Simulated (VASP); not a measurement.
Write the native input for VASP 6.6.1 that does the following.

```
Task                   : single point
Functional             : LDA
Potentials or basis    : VASP PAW LDA potentials, release 64 (Cu, O)
Cutoff                 : 520 eV
k mesh                 : 10 × 10 × 5
Occupations            : fermi-dirac, width 0.05 eV
Spin                   : no spin polarisation
Dipole correction      : no
Further INCAR settings : ALGO = Normal; EDIFF = 1e-07; NBANDS = 25
```

The structure of CuO lies in POSCAR:

```
CuO
1.0
    0.1857332682     -2.1279435114     -2.0014355785
   -1.9784931036      0.1041253111     -1.9198276214
    2.3345499767      2.2391765132     -4.2998374270
Cu O
2 2
Direct
    0.4562322400      0.5306856300      0.4854117400
    0.9742842800      0.9858673900      0.0243612000
    0.8016626700      0.7447211200      0.7392802400
    0.2678208100      0.2387258700      0.2509468100
```

These files were run (other wordings do the same):

INCAR

```
SYSTEM = CuO
PREC = Accurate ; ENCUT = 520
EDIFF = 1E-7 ; ISMEAR = -1
SIGMA = 0.05 ; LREAL = .FALSE.
LASPH = .TRUE. ; NELM = 80
ALGO = Normal ; ISIF = 2
LWAVE = .FALSE. ; LCHARG = .FALSE.
NBANDS = 25
```

KPOINTS

```
regular mesh
0
G
  10 10 5
  0 0 0
```

Potentials or basis: VASP PAW LDA potentials, release 64 (Cu, O).

The run is started by

```bash
$ cat potpaw_LDA.64/Cu/POTCAR potpaw_LDA.64/O/POTCAR > POTCAR
$ mpirun -np 1 vasp_std > vasp.out
```

Results of the run:

* Pressure: -8.9 GPa
* Largest force: 1.847 eV/Å
* Band gap on the k mesh: zero (band 17 reaches 6.45 eV, above the bottom of band 18 at 5.66 eV)

Caveat: semilocal functionals often make such compounds metallic where correlation or magnetic order opens a gap, which also shifts bond lengths; forces of over 1 eV/Å act on the atoms, so gaps and moduli don't describe the material at rest.

Run time: 4 min on 1 thread of Intel Xeon 6975P-C (shared host), peak memory 0.3 GiB.
